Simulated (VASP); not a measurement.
Wanted: the native input for a VASP 6.6.1 run.

```
Task                   : single point
Functional             : r2SCAN
Potentials or basis    : VASP PAW PBE potentials, release 64 (Sr_sv, Ti_sv, O)
Cutoff                 : 520 eV
k mesh                 : 5 × 5 × 5, shifted
Occupations            : fermi-dirac, width 0.1 eV
Spin                   : collinear spin, zero start
Starting moments       : [0.0, 0.0, 0.0, 0.0, 0.0] μB
Dipole correction      : no
Further INCAR settings : ALGO = Normal; EDIFF = 1e-06; NBANDS = 32
```

SrTiO3:

```
CELL_PARAMETERS angstrom
3.90937 -0.00127 -0.00080
-0.00125 3.91097 0.00086
-0.00072 0.00076 3.90713
ATOMIC_POSITIONS crystal
Sr 0.98285 0.99150 0.99816
Ti 0.48495 0.48916 0.49663
O 0.97469 0.50069 0.50383
O 0.47486 0.00084 0.50379
O 0.47471 0.50075 0.00389
```

These files were run (other wordings do the same):

POSCAR

```
SrTiO3
1.0
    3.9093707860     -0.0012691716     -0.0008017434
   -0.0012529735      3.9109675408      0.0008631162
   -0.0007190615      0.0007635911      3.9071299495
Sr Ti O
1 1 3
Direct
   -0.0171509177      0.9914978945      0.9981570707
    0.4849504937      0.4891578620      0.4966295725
    0.9746854063      0.5006876069      0.5038341358
    0.4748645819      1.0008435970      0.5037856302
    0.4747054358      0.5007520396      0.0038915908
```

INCAR.step1

```
SYSTEM = SrTiO3
ALGO = Normal
EDIFF = 1E-4
ENCUT = 520
GGA = PE
ISMEAR = -1
ISPIN = 2
LASPH = .TRUE.
LCHARG = .FALSE.
LMAXMIX = 4
LREAL = .FALSE.
LWAVE = .TRUE.
MAGMOM = 0 0 0 0 0
NBANDS = 32
NELM = 150
PREC = Accurate
SIGMA = 0.1
```

INCAR.step2

```
SYSTEM = SrTiO3
ALGO = Normal
EDIFF = 1E-6
ENCUT = 520
ISIF = 2
ISMEAR = -1
ISPIN = 2
ISTART = 1
LASPH = .TRUE.
LCHARG = .FALSE.
LMAXMIX = 4
LMIXTAU = .TRUE.
LORBIT = 11
LREAL = .FALSE.
LWAVE = .FALSE.
MAGMOM = 0 0 0 0 0
METAGGA = R2SCAN
NBANDS = 32
NELM = 150
PREC = Accurate
SIGMA = 0.1
```

KPOINTS

```
Automatic mesh
0
Gamma
  5 5 5
  0.5 0.5 0.5
```

Potentials or basis: VASP PAW PBE potentials, release 64 (Sr_sv, Ti_sv, O).

Launch:

```sh
$ cat potpaw_PBE.64/Sr_sv/POTCAR potpaw_PBE.64/Ti_sv/POTCAR potpaw_PBE.64/O/POTCAR > POTCAR
$ cp INCAR.step1 INCAR
$ mpirun -np 1 vasp_std > vasp.out
$ cp INCAR.step2 INCAR
$ mpirun -np 1 vasp_std > vasp.out
```

Results of the run:

| Quantity | Value |
| --- | --- |
| Pressure | 0.9 GPa |
| Largest force | 0.069 eV/Å |
| Band gap on the k mesh | 2.67 eV, indirect (least direct gap 3.33 eV) |
| Net moment | 0.00 μB per cell |
| Valence electrons inside the program's atomic spheres | Sr 8.07; Ti 10.24; O 5.09 |

Caveat: the PAW data sets were made with another functional, which shifts forces and pressure a little.

It took 17 min on 1 thread of Oxide Virtual Turin-like Processor (shared host), peak memory 0.3 GiB.
